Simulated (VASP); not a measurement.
Write the native input for VASP 6.6.1 that does the following.

```
Task                   : single point
Functional             : PBE
Dispersion             : D3(BJ)
Potentials or basis    : VASP PAW PBE potentials, release 64 (Ga_d, O)
Cutoff                 : 600 eV
k mesh                 : 6 × 6 × 4
Occupations            : gaussian, width 0.1 eV
Spin                   : no spin polarisation
Dipole correction      : no
Further INCAR settings : ALGO = Normal; EDIFF = 1e-06; NBANDS = 30
```

The structure of Ga2O3 lies in POSCAR:

```
Ga2O3
1.0
    3.0154997866     -0.0000000030      0.0000000000
   -1.5077498907      2.6114994218      0.0000000000
    0.0000000000      0.0000000000      6.8015282980
Ga O
2 3
Direct
    0.3333333333      0.6666666667      0.7931957832
    0.6666666667      0.3333333333      0.2068042168
    0.6666666667      0.3333333333      0.6853928039
    0.0000000000      0.0000000000      0.0000000000
    0.3333333333      0.6666666667      0.3146071961
```

The input as run:

INCAR

```
PREC     = Accurate       # precision mode
ENCUT    = 600            # plane-wave cutoff, eV
EDIFF    = 1E-6           # SCF threshold, eV
ISMEAR   = 0              # smearing method
SIGMA    = 0.1            # smearing width, eV
LREAL    = False          # projectors in reciprocal space
LASPH    = True           # aspherical terms in the spheres
NELM     = 120            # most SCF steps
ALGO     = Normal         # electronic algorithm
ISIF     = 2              # what is computed and relaxed
LWAVE    = False          # write WAVECAR
LCHARG   = False          # write CHGCAR
GGA      = PE             # functional
IVDW     = 12             # dispersion correction
NBANDS   = 30             # bands
GGA_COMPAT= False
```

KPOINTS

```
regular mesh
0
Gamma
  6 6 4
```

Potentials or basis: VASP PAW PBE potentials, release 64 (Ga_d, O).

The run is started by

```sh
$ cat potpaw_PBE.64/Ga_d/POTCAR potpaw_PBE.64/O/POTCAR > POTCAR
$ mpirun -np 1 vasp_std > vasp.out
```

Results of the run:

```json
{
  "Pressure": "0.5 GPa",
  "Largest force": "0.041 eV/Å",
  "Band gap on the k mesh": "2.19 eV, direct",
  "Dispersion energy per atom": "-0.195 eV"
}
```

Wall time 19 s on 1 thread of Intel(R) Xeon(R) 6975P-C (Granite Rapids), with other jobs on the host, peak memory 0.21 GiB.
